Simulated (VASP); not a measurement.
# Os: single point with PBEsol

Crystal: Os.

```
Os
1.0
     2.72369    0.00000    0.00000
    -1.36184    2.35878    0.00000
     0.00000    0.00000    4.30566
Os
2
Direct
  0.66667 0.33333 0.75000
  0.33333 0.66667 0.25000
```

```yaml
Program: VASP 6.6.1
Task: single point
Functional: PBEsol
Potentials_or_basis: VASP PAW PBE potentials, release 64 (Os)
Cutoff: 520 eV
k_mesh: 11 × 11 × 6
Occupations: fermi-dirac, width 0.05 eV
Spin: no spin polarisation
Dipole_correction: no
Further_INCAR_settings: ALGO = Fast; EDIFF = 1e-06; NBANDS = 15
```

- Pressure: 2.5 GPa
- Band gap on the k mesh: zero (bands 8 and 9 overlap by 3.97 eV)

Stress tensor (GPa, compression positive):
```
2.55 0.00 0.00
0.00 2.55 0.00
0.00 0.00 2.45
```

Levels at points of the mesh, in eV from the Fermi level:
| k point | band 4 | band 5 | band 6 | band 7 | band 8 | band 9 | band 10 | band 11 | band 12 | band 13 |
| --- | --- | --- | --- | --- | --- | --- | --- | --- | --- | --- |
| (0.00, 0.00, 0.00) | -3.07 | -2.82 | -2.21 | -2.21 | -1.54 | -1.54 | 0.03 | 1.77 | 1.77 | 9.22 |
| (0.00, 0.00, 0.50) | -3.61 | -3.26 | -3.26 | -3.26 | -3.26 | 0.97 | 0.97 | 0.97 | 0.97 | 13.80 |

Run time: 37 s on 1 thread of Intel Xeon 8259CL, with other jobs on the host, peak memory 0.15 GiB.

Caveat: the PAW data sets were made with another functional, which shifts forces and pressure a little; spin-orbit coupling is left out, which moves the levels of the heavy elements.
